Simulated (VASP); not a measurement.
# TiO2 in VASP: notebook, part 2 of 2

VASP 6.6.1. The steps go on from the part before.

### Step 4. Single point, PBE

This run uses another cell than the first one, of 11.26 Å³/atom.

The input, INCAR:

```
ALGO = Normal ; EDIFF = 1E-7
ENCUT = 520 ; GGA = PE
ISIF = 2 ; ISMEAR = -1
LASPH = True ; LCHARG = False
LREAL = False ; LWAVE = False
NBANDS = 46 ; NELM = 60
PREC = Accurate ; SIGMA = 0.05
```

The input, KPOINTS:

```
k-points
0
Gamma
  9 6 4
```

The input, POSCAR:

```
TiO2
1.0
    2.9788331133     -0.0000737085      0.0001279838
    0.0000919240      4.7768508694     -0.0233554730
    1.4891513035      0.2107387541      7.1224540893
Ti O
3 6
Direct
   -0.0228772008      0.0003766133      0.0007024720
    0.3462421764      0.4866045013      0.3170030991
    0.6624364494      0.5141486966      0.6844010539
    0.4442942222      0.1873629118      0.1282845404
    0.7830584824      0.3022910597      0.4493433691
    0.1060188215      0.3052123588      0.8047915964
    0.9100987013      0.6955384111      0.1966162827
    0.2317064152      0.6984624271      0.5520652221
    0.5718729224      0.8133900304      0.8731253543
```

Potentials or basis: VASP PAW PBE potentials, release 64 (Ti_sv, O).

Started as:

```console
$ cat potpaw_PBE.64/Ti_sv/POTCAR potpaw_PBE.64/O/POTCAR > POTCAR
$ mpirun -np 1 vasp_std > vasp.out
```

OUTCAR:

```text
EDIFF = 1E-7
   ENCUT = 520
   GGA = PE
   ISIF = 2
   ISMEAR = -1
   LASPH = True
   LREAL = False
   NELM = 60
   PREC = Accurate

 ion  position               nearest neighbor table
   1  0.977  0.000  0.001-   9 1.90   4 1.90   6 1.99   7 1.99   9 2.04   4 2.04
   2  0.346  0.487  0.317-   5 1.95   5 1.97   7 1.97   8 1.98   7 1.99   4 1.99
   3  0.662  0.514  0.684-   8 1.95   8 1.97   6 1.97   5 1.98   6 1.99   9 1.99
   4  0.444  0.187  0.128-   1 1.90   2 1.99   1 2.04
   5  0.783  0.302  0.449-   2 1.95   2 1.97   3 1.98
   6  0.106  0.305  0.805-   3 1.97   3 1.99   1 1.99
   7  0.910  0.696  0.197-   2 1.97   2 1.99   1 1.99
   8  0.232  0.698  0.552-   3 1.95   3 1.97   2 1.98
   9  0.572  0.813  0.873-   1 1.90   3 1.99   1 2.04

  LATTYP: Found a base centered monoclinic cell.
 ALAT       =    14.2510164026
 B/A-ratio  =     0.2090260114
 C/A-ratio  =     0.3351977032
 COS(beta)  =    -0.0246929720

  Lattice vectors:

 A1 = (   1.4896818098,  -0.2108124626,  -7.1223261055)
 A2 = (  -1.4891513035,  -0.2107387541,  -7.1224540893)
 A3 = (   0.0000919240,   4.7768508694,  -0.0233554730)

Analysis of symmetry for initial positions (statically):
=====================================================================
 Subroutine PRICEL returns:
 Original cell was already a primitive cell.

 Routine SETGRP: Setting up the symmetry group for a
 base centered monoclinic supercell.

 Subroutine GETGRP returns: Found  1 space group operations
 (whereof  1 operations were pure point group operations)
 out of a pool of  4 trial point group operations.

The static configuration has the point symmetry C_1 .

Analysis of symmetry for dynamics (positions and initial velocities):
=====================================================================
 Subroutine PRICEL returns:
 Original cell was already a primitive cell.

 Routine SETGRP: Setting up the symmetry group for a
 base centered monoclinic supercell.
[... 161 lines left out ...]
     AMIX_MAG =   1.60;   BMIX_MAG =  1.00
  volume/ion in A,a.u.               =      11.26        76.00
  Fermi-wavevector in a.u.,A,eV,Ry     =   1.460697  2.760317 29.029882  2.133636
  Thomas-Fermi vector in A             =   2.577116
   LORBIT       =      0    0 simple, 1 ext, 2 COOP (PROOUT), +10 PAW based schemes
   GGA     = PE    functional components
   LHFCALC =     F    Hartree Fock is set to
   AEXX    =    0.0000 exact exchange contribution
   IVDW    =     0    specifies the selected vdW correction
   LEPSILON=     F    determine dielectric tensor
   LRPA    =     F    only Hartree local field effects (RPA)
 non-spin polarized calculation
  energy-cutoff  :      520.00
  volume of cell :      101.36
 maximum number of plane-waves:      2752
 NGX is ok and might be reduce to    24
   NGX = 11   NGY = 17   NGZ = 27

 number of electron      71.9999993 magnetization

 Free energy of the ion-electron system (eV)
  ---------------------------------------------------
  ext. energy  EPLUGINS =         0.00000000
  ---------------------------------------------------
  free energy    TOTEN  =       -80.31813486 eV

  energy without entropy =      -80.31813486  energy(sigma->0) =      -80.31813486

 E-fermi :   4.6912     XC(G=0): -10.8533

 val. band max:        3.6175077508   @ k =   0.0000  -0.0000   0.2500
 cond. band min:       5.9093484114   @ k =   0.0000   0.0000   0.0000
 fundamental gap:      2.2918406606
 Fermi energy:         4.6912453667

 k-point     1 :       0.0000    0.0000    0.0000
  band No.  band energies     occupation
      1     -53.0801      2.00000
      2     -53.0001      2.00000
      3     -52.9677      2.00000
      4     -29.4016      2.00000
      5     -29.3585      2.00000
      6     -29.2872      2.00000
[... 1165 lines left out ...]
     45       7.7570      0.00000
     46       9.3130      0.00000

 [... further k-points ...]
[... 5 lines left out ...]
  --------------------------------------------------------------------------------------
  -------------------------------------------------------------------------------------
  Total        0.5363410      0.3315250      0.4337254      0.0000957      0.0015768      0.0002276
  in kB        8.4776439      5.2402301      6.8556554      0.0015126      0.0249235      0.0035969
  external PRESSURE =       6.8578431 kB  Pullay stress =       0.0000000 kB

 VOLUME and BASIS-vectors are now :
 -----------------------------------------------------------------------------
  energy-cutoff  :      520.00
  volume of cell :      101.36
      direct lattice vectors                 reciprocal lattice vectors
     2.978833113 -0.000073709  0.000127984     0.335704928 -0.000349583 -0.070178306
     0.000091924  4.776850869 -0.023355473     0.000005445  0.209312653 -0.006194269
     1.489151303  0.210738754  7.122454089    -0.000006014  0.000686370  0.140381995

 POSITION                                       TOTAL-FORCE (eV/Angst)
 -----------------------------------------------------------------------------------
      2.91173      0.00188      0.00512         0.035983      0.000092      0.000152
      1.50351      2.39122      2.24652         0.002634     -0.000128     -0.037991
      2.99251      2.60019      4.86269         0.002907      0.000130      0.038156
      1.51453      0.92201      0.90938        -0.018879      0.018487      0.018822
      3.00177      1.53864      3.19347        -0.002062     -0.064089      0.009219
      1.51430      1.62755      5.72498         0.000085     -0.015504      0.011704
      3.00389      3.36385      1.38426         0.000013      0.015597     -0.011593
      1.51239      3.45278      3.91578        -0.001789      0.064056     -0.009467
      3.00380      4.06940      6.19987        -0.018892     -0.018641     -0.019002
 -----------------------------------------------------------------------------------
    total drift:                                0.000692     -0.000084      0.000025

  FREE ENERGIE OF THE ION-ELECTRON SYSTEM (eV)
  ---------------------------------------------------
  free  energy   TOTEN  =       -80.3181348602 eV

  energy  without entropy=      -80.3181348601  energy(sigma->0) =      -80.31813486
```

Run time: 7.9 min. Hardware: 1 thread of Intel Xeon Platinum 8488C (Sapphire Rapids), shared host; peak memory 0.46 GiB.

What came out:

```yaml
Free_energy: -80.3181 eV
Pressure: 0.7 GPa
Largest_force: 0.065 eV/Å
Band_gap_on_the_k_mesh: 2.29 eV (least direct gap 2.34 eV)
```

Forces on the atoms (eV/Å):
```
Ti   0.036  0.000  0.000
Ti   0.003  0.000 -0.038
Ti   0.003  0.000  0.038
O   -0.019  0.018  0.019
O   -0.002 -0.064  0.009
O    0.000 -0.016  0.012
O    0.000  0.016 -0.012
O   -0.002  0.064 -0.009
O   -0.019 -0.019 -0.019
```

Stress tensor (GPa, compression positive):
```
0.85 0.00 0.00
0.00 0.52 0.00
0.00 0.00 0.69
```

Caveat: an odd mesh through Γ misses points on the zone boundary, where band edges can lie.

### Step 5. The runs side by side

| task | level | potentials or basis | U | cell | k mesh | cutoff (eV) | gap on the mesh (eV) | pressure (GPa) | largest force (eV/Å) |
| --- | --- | --- | --- | --- | --- | --- | --- | --- | --- |
| relaxation of cell and atoms | LDA+U | VASP PAW LDA potentials, release 64 (Ti_sv, O) | Ti d U = 5.0 eV | relaxed from a = 2.968, b = 4.708, c = 7.241 Å, angles 88.1, 78.2, 90.0°, 9 atoms, atomic positions A | 7 × 5 × 3 | 600 | 2.87 | 0.0 | 0.01 |
| single point | BLYP+D3(BJ) | VASP PAW PBE potentials, release 64 (Ti_sv, O) | - | a = 2.973, b = 4.671, c = 7.243 Å, angles 85.9, 78.2, 90.0°, 9 atoms, atomic positions B | 9 × 6 × 4 | 520 | 2.15 | 1.1 | 0.09 |
| single point | PBE | VASP PAW PBE potentials, release 64 (Ti_sv, O) | - | a = 2.979, b = 4.777, c = 7.280 Å, angles 88.6, 78.2, 90.0°, 9 atoms, atomic positions C | 9 × 6 × 4 | 520 | 2.29 | 0.7 | 0.06 |

Alike in all rows: no spin polarisation; smearing fermi-dirac 0.05 eV.

Caveats: an odd mesh through Γ misses points on the zone boundary, where band edges can lie; the PAW data sets were made with another functional, which shifts forces and pressure a little (at least some runs).

Total energies depend on the potentials used, so only differences within one code and one set of settings carry meaning.
